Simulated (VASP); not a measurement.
# Pb (Im-3m) in VASP: further runs

Aim: see how the results for Pb move with the level of theory and the settings. Levels: HSE06, PBE0. Tasks: single point.

Program: VASP 6.6.1. These are calculated values, not measurements. Logs are shortened: lines on timing, memory, paths and dates and some standing lists are left out, and cuts for length are marked.

## (1) The cell of the first run

It takes space group Im-3m (No. 229, cubic). Conventional cell: a = 3.906 Å, b = 3.906 Å, c = 3.906 Å, α = 90.00°, β = 90.00°, γ = 90.00°. Within 4.4 Å of Pb (site symmetry m-3m) lie 14 Pb at 3.38 to 3.91 Å.

This isn't the form of Pb at room conditions, which is fcc.

## (2) Single point, HSE06

The input, POSCAR:

```
Pb
1.0
   -1.9529041306      1.9529041306      1.9529041306
    1.9529041306     -1.9529041306      1.9529041306
    1.9529041306      1.9529041306     -1.9529041306
Pb
1
Direct
    0.0000000000      0.0000000000      0.0000000000
```

The input, INCAR.step1:

```
ALGO = Normal
EDIFF = 1E-5
ENCUT = 520
GGA = PE
ISIF = 2
ISMEAR = -1
LASPH = T
LCHARG = F
LREAL = F
LWAVE = T
NBANDS = 13
NELM = 80
PREC = Accurate
SIGMA = 0.05
```

The input, INCAR.step2:

```
ALGO = Normal
EDIFF = 1E-7
ENCUT = 520
GGA = PE
HFSCREEN = 0.2079
ISIF = 2
ISMEAR = -1
ISTART = 1
LASPH = T
LCHARG = F
LHFCALC = T
LREAL = F
LWAVE = F
NBANDS = 13
NELM = 80
PREC = Accurate
PRECFOCK = Normal
SIGMA = 0.05
```

The input, KPOINTS:

```
k-points
0
Gamma
  6 6 6
```

Potentials or basis: VASP PAW PBE potentials, release 64 (Pb_d).

On the command line:

```bash
$ cat potpaw_PBE.64/Pb_d/POTCAR > POTCAR
$ cp INCAR.step1 INCAR
$ mpirun -np 1 vasp_std > vasp.out
$ cp INCAR.step2 INCAR
$ mpirun -np 1 vasp_std > vasp.out
```

OUTCAR:

```text
EDIFF = 1E-7
   ENCUT = 520
   GGA = PE
   HFSCREEN = 0.2079
   ISIF = 2
   ISMEAR = -1
   ISTART = 1
   LASPH = T
   LHFCALC = T
   LREAL = F
   NELM = 80
   PREC = Accurate
   PRECFOCK = Normal

 ion  position               nearest neighbor table
   1  0.000  0.000  0.000-

  LATTYP: Found a body centered cubic cell.
 ALAT       =     3.9058082612

  Lattice vectors:

 A1 = (  -1.9529041306,   1.9529041306,   1.9529041306)
 A2 = (   1.9529041306,  -1.9529041306,   1.9529041306)
 A3 = (   1.9529041306,   1.9529041306,  -1.9529041306)

Analysis of symmetry for initial positions (statically):
=====================================================================
 Subroutine PRICEL returns:
 Original cell was already a primitive cell.

 Routine SETGRP: Setting up the symmetry group for a
 body centered cubic supercell.

 Subroutine GETGRP returns: Found 48 space group operations
 (whereof 48 operations were pure point group operations)
 out of a pool of 48 trial point group operations.

The static configuration has the point symmetry O_h .

Analysis of symmetry for dynamics (positions and initial velocities):
=====================================================================
 Subroutine PRICEL returns:
 Original cell was already a primitive cell.

 Routine SETGRP: Setting up the symmetry group for a
 body centered cubic supercell.

 Subroutine GETGRP returns: Found 48 space group operations
 (whereof 48 operations were pure point group operations)
 out of a pool of 48 trial point group operations.

The dynamic configuration has the point symmetry O_h .

 Subroutine INISYM returns: Found 48 space group operations
 (whereof 48 operations are pure point group operations),
 and found     1 'primitive' translations

----------------------------------------------------------------------------------------

                                     Primitive cell

  volume of cell :      29.7922

  direct lattice vectors                    reciprocal lattice vectors
    -1.952904131  1.952904131  1.952904131     0.000000000  0.256028953  0.256028953
     1.952904131 -1.952904131  1.952904131     0.256028953  0.000000000  0.256028953
     1.952904131  1.952904131 -1.952904131     0.256028953  0.256028953  0.000000000

  length of vectors
     3.382529177  3.382529177  3.382529177     0.362079618  0.362079618  0.362079618

  position of ions in fractional coordinates (direct lattice)
     0.000000000  0.000000000  0.000000000

  ion indices of the primitive-cell ions
   primitive index   ion index
                 1           1

----------------------------------------------------------------------------------------

 KPOINTS: k-points

Automatic generation of k-mesh.
 Grid dimensions read from file:
 generate k-points for:    6    6    6

 Generating k-lattice:

  Cartesian coordinates                     Fractional coordinates (reciprocal lattice)
     0.000000000  0.042671492  0.042671492     0.166666667  0.000000000  0.000000000
     0.042671492  0.000000000  0.042671492     0.000000000  0.166666667  0.000000000
     0.042671492  0.042671492  0.000000000     0.000000000  0.000000000  0.166666667

  Length of vectors
     0.060346603  0.060346603  0.060346603

  Shift w.r.t. Gamma in fractional coordinates (k-lattice)
     0.000000000  0.000000000  0.000000000

 Subroutine IBZKPT returns following result:
 ===========================================

 Found     16 irreducible k-points:

 Following reciprocal coordinates:
            Coordinates               Weight
  0.000000  0.000000  0.000000      1.000000
  0.166667  0.000000  0.000000     12.000000
  0.333333  0.000000  0.000000     12.000000
  0.500000  0.000000  0.000000      6.000000
  0.166667  0.166667  0.000000     24.000000
  0.333333  0.166667  0.000000     48.000000
[... 8 lines left out ...]
  0.500000  0.500000  0.333333     12.000000
  0.500000  0.500000  0.500000      1.000000
   k-points           NKPTS =     16   k-points in BZ     NKDIM =    216   number of bands    NBANDS=     13
   number of dos      NEDOS =    301   number of ions     NIONS =      1
   total plane-waves  NPLWV =  21952
   dimension x,y,z NGX =    28 NGY =   28 NGZ =   28
   dimension x,y,z NGXF=    56 NGYF=   56 NGZF=   56
   ions per type =               1
   NGX,Y,Z   is equivalent  to a cutoff of  13.76, 13.76, 13.76 a.u.
   NGXF,Y,Z  is equivalent  to a cutoff of  27.52, 27.52, 27.52 a.u.
 SYSTEM =  unknown system
   PREC   = accura    normal or accurate (medium, high low for compatibility)
   ISTART =      1    job   : 0-new  1-cont  2-samecut
   ICHARG =      0    charge: 1-file 2-atom 10-const
   ISPIN  =      1    spin polarized calculation?
   LNONCOLLINEAR =      F non collinear calculations
   LSORBIT =      F    spin-orbit coupling
   LASPH  =      T    aspherical Exc in radial PAW
   ENCUT  =  520.0 eV  38.22 Ry    6.18 a.u.   6.29  6.29  6.29*2*pi/ulx,y,z
   NELM   =     80;   NELMIN=  2; NELMDL=  0     # of ELM steps
   EDIFF  = 0.1E-06   stopping-criterion for ELM
   LREAL  =      F    real-space projection
   EDIFFG = 0.1E-05   stopping-criterion for IOM
   NSW    =      0    number of steps for IOM
   IBRION =     -1    ionic relax: 0-MD 1-quasi-New 2-CG
   NFREE  =      0    steps in history (QN), initial steepest desc. (CG)
   ISIF   =      2    stress and relaxation
   ISYM   =      3    0-nonsym 1-usesym 2-fastsym
   POTIM  = 0.5000    time-step for ionic-motion
   TEBEG  =    0.0;   TEEND  =   0.0 temperature during run
   PSTRESS=    0.0 pullay stress
   NELECT =      14.0000    total number of electrons
   NUPDOWN=      -1.0000    fix difference up-down
   EMIN   =  10.00;   EMAX   =-10.00  energy-range for DOS
   EFERMI =   0.00;   METHOD = LEGACY
   ISMEAR =    -1;   SIGMA  =   0.05  broadening in eV -4-tet -1-fermi 0-gaus
   EFERMI_NEDOS =   21; number of points for ismear=-14 and -15
   IALGO  =     38    algorithm
   IMIX   =      1    mixing-type and parameters
     AMIX     =   0.40;   BMIX     =  1.00
     AMIX_MAG =   1.60;   BMIX_MAG =  1.00
  volume/ion in A,a.u.               =      29.79       201.05
  Fermi-wavevector in a.u.,A,eV,Ry     =   1.272770  2.405186 22.040668  1.619943
  Thomas-Fermi vector in A             =   2.405630
   LORBIT       =      0    0 simple, 1 ext, 2 COOP (PROOUT), +10 PAW based schemes
   GGA     = PE    functional components
   LHFCALC =     T    Hartree Fock is set to
   PRECFOCK=normal    Normal, Fast or Accurate (Low or Medium for compatibility)
   ENCUT4O =  -1.0   cutoff for four orbital integrals eV
   NKREDX  =     1    reduce k-point grid by
   NKREDY  =     1    reduce k-point grid by
   NKREDZ  =     1    reduce k-point grid by
   AEXX    =    0.2500 exact exchange contribution
   HFSCREEN=    0.2079 screening length (either q_TF or 0.3 A-1)
   HFSCREENC=   0.2079 screening length for correlation (either q_TF or 0.3 A-1)
   ENCUTFOCK=  -1.0 apply spherical cutoff to Coloumb kernel
   IVDW    =     0    specifies the selected vdW correction
   LEPSILON=     F    determine dielectric tensor
   LRPA    =     F    only Hartree local field effects (RPA)
 non-spin polarized calculation
  energy-cutoff  :      520.00
  volume of cell :       29.79
 maximum number of plane-waves:       814
 NGX is ok and might be reduce to    28
  NGX = 20; NGY = 20; NGZ = 20

 number of electron      14.0000003 magnetization

 Free energy of the ion-electron system (eV)
  ---------------------------------------------------
  ext. energy  EPLUGINS =         0.00000000
  ---------------------------------------------------
  free energy    TOTEN  =        -4.04823294 eV

  energy without entropy =       -4.04599174  energy(sigma->0) =       -4.04711234

 E-fermi :   7.3681     XC(G=0):  -8.5156

 val. band max:        7.3644491455   @ k =  -0.3333   0.3333   0.3333
 cond. band min:       7.7761509775   @ k =   0.5000   0.5000   0.3333
 fundamental gap:      0.4117018320
 Fermi energy:         7.3681005181

 k-point     1 :       0.0000    0.0000    0.0000
  band No.  band energies     occupation
      1     -11.6921      2.00000
      2     -11.6921      2.00000
      3     -11.6921      2.00000
      4     -11.4283      2.00000
      5     -11.4283      2.00000
      6      -5.8263      2.00000
      7      16.0180      0.00000
      8      16.0180      0.00000
      9      16.0180      0.00000
     10      19.3088      0.00000
     11      19.3088      0.00000
     12      19.3088      0.00000
     13      20.4510      0.00000

 k-point     2 :       0.1667    0.0000    0.0000
  band No.  band energies     occupation
      1     -11.7160      2.00000
      2     -11.6690      2.00000
      3     -11.5898      2.00000
      4     -11.4520      2.00000
      5     -11.4310      2.00000
      6      -5.1805      2.00000
      7      11.6093      0.00000
      8      14.3324      0.00000
      9      15.1610      0.00000
     10      17.3727      0.00000
     11      18.3051      0.00000
     12      19.3151      0.00000
     13      21.7985      0.00000

 k-point     3 :       0.3333    0.0000    0.0000
  band No.  band energies     occupation
      1     -11.7637      2.00000
      2     -11.6730      2.00000
      3     -11.4613      2.00000
      4     -11.4358      2.00000
      5     -11.3780      2.00000
      6      -3.2745      2.00000
      7       6.0255      2.00000
      8      12.2028      0.00000
      9      13.7546      0.00000
     10      16.0367      0.00000
     11      17.3353      0.00000
     12      20.8958      0.00000
     13      22.5311      0.00000
[... 177 lines left out ...]
 k-point    15 :       0.5000    0.5000    0.3333
  band No.  band energies     occupation
      1     -11.7079      2.00000
      2     -11.6826      2.00000
      3     -11.4333      2.00000
      4     -11.3758      2.00000
      5     -11.2978      2.00000
      6       0.7247      2.00000
      7       5.3686      2.00000
      8       7.7762      0.00057
      9       8.6794      0.00000
     10      13.7222      0.00000
     11      14.7131      0.00000
     12      23.2305      0.00000
     13      23.7630      0.00000

 k-point    16 :       0.5000    0.5000    0.5000
  band No.  band energies     occupation
      1     -11.7586      2.00000
      2     -11.7586      2.00000
      3     -11.3075      2.00000
      4     -11.3075      2.00000
      5     -11.3075      2.00000
      6       2.0238      2.00000
      7       6.9947      1.99886
      8       6.9947      1.99886
      9       6.9947      1.99886
     10      12.2785      0.00000
     11      12.2785      0.00000
     12      25.0680      0.00000
     13      28.0766      0.00000

------------------------ aborting loop because EDIFF is reached ----------------------------------------

  FORCE on cell =-STRESS in cart. coord.  units (eV):
  Direction    XX          YY          ZZ          XY          YZ          ZX
  --------------------------------------------------------------------------------------
  -------------------------------------------------------------------------------------
  Total        0.2323759      0.2323759      0.2323759      0.0000000      0.0000000     -0.0000000
  in kB       12.4968016     12.4968016     12.4968016      0.0000000      0.0000000     -0.0000000
  external PRESSURE =      12.4968016 kB  Pullay stress =       0.0000000 kB

 VOLUME and BASIS-vectors are now :
 -----------------------------------------------------------------------------
  energy-cutoff  :      520.00
  volume of cell :       29.79
      direct lattice vectors                 reciprocal lattice vectors
    -1.952904131  1.952904131  1.952904131     0.000000000  0.256028953  0.256028953
     1.952904131 -1.952904131  1.952904131     0.256028953  0.000000000  0.256028953
     1.952904131  1.952904131 -1.952904131     0.256028953  0.256028953  0.000000000

 POSITION                                       TOTAL-FORCE (eV/Angst)
 -----------------------------------------------------------------------------------
      0.00000      0.00000      0.00000         0.000000     -0.000000      0.000000
 -----------------------------------------------------------------------------------
    total drift:                                0.000000     -0.000003     -0.000004

  FREE ENERGIE OF THE ION-ELECTRON SYSTEM (eV)
  ---------------------------------------------------
  free  energy   TOTEN  =        -4.0482329446 eV

  energy  without entropy=       -4.0459917392  energy(sigma->0) =       -4.04711234
```

It took 32 min on 1 thread of Oxide Virtual Turin-like, shared host; peak memory 0.23 GiB.

Results:

* Free energy: -4.0482 eV
* Pressure: 1.2 GPa
* Band gap on the k mesh: zero (bands 7 and 8 overlap by 11.02 eV)

Caveat: the k points lie up to 0.38 Å⁻¹ apart, too coarse for converged energies and pressures of a metal; the PAW data sets were made with another functional, which shifts forces and pressure a little; spin-orbit coupling is left out, which moves the levels of the heavy elements.

## (3) Single point, PBE0

POSCAR is that of step 2.

The input, INCAR.step1:

```
PREC = Accurate ; ENCUT = 520
EDIFF = 1E-5 ; ISMEAR = -1
SIGMA = 0.05 ; LREAL = F
LASPH = T ; NELM = 80
ALGO = Normal ; ISIF = 2
LWAVE = T ; GGA = PE
NBANDS = 13
```

The input, INCAR.step2:

```
PREC = Accurate ; ENCUT = 520
EDIFF = 1E-6 ; ISMEAR = -1
SIGMA = 0.05 ; LREAL = F
LASPH = T ; NELM = 80
ALGO = Normal ; ISIF = 2
LWAVE = F ; LCHARG = T
GGA = PE ; LHFCALC = T
AEXX = 0.25 ; PRECFOCK = Normal
LELF = T ; LVHAR = T
ISTART = 1 ; NBANDS = 13
```

The input, KPOINTS:

```
regular mesh
0
Gamma
  6 6 6
```

Potentials or basis: VASP PAW PBE potentials, release 64 (Pb_d).

On the command line:

```bash
$ cat potpaw_PBE.64/Pb_d/POTCAR > POTCAR
$ cp INCAR.step1 INCAR
$ mpirun -np 1 vasp_std > vasp.out
$ cp INCAR.step2 INCAR
$ mpirun -np 1 vasp_std > vasp.out
```

Run time: 13 min. Hardware: 1 thread of Oxide Virtual Turin-like, shared host; peak memory 0.14 GiB.

The run converged. Its results:

```
Free energy            : -4.5353 eV
Pressure               : 1.0 GPa
Band gap on the k mesh : zero (bands 7 and 8 overlap by 11.78 eV)
```

Levels at points of the mesh, in eV from the Fermi level:
```tsv
k point	band 4	band 5	band 6	band 7	band 8	band 9	band 10	band 11
(0.00, 0.00, 0.00)	-19.19	-19.19	-13.61	9.08	9.08	9.08	12.34	12.34
(0.50, 0.00, 0.00)	-19.20	-19.03	-9.02	-5.10	4.42	6.23	8.65	10.04
(0.50, 0.50, 0.50)	-19.07	-19.07	-5.66	-0.58	-0.58	-0.58	5.26	5.26
```

Caveat: the k points lie up to 0.38 Å⁻¹ apart, too coarse for converged energies and pressures of a metal; the PAW data sets were made with another functional, which shifts forces and pressure a little; spin-orbit coupling is left out, which moves the levels of the heavy elements.

The gap in the log of VASP goes by the Fermi energy; the results here count the filled bands.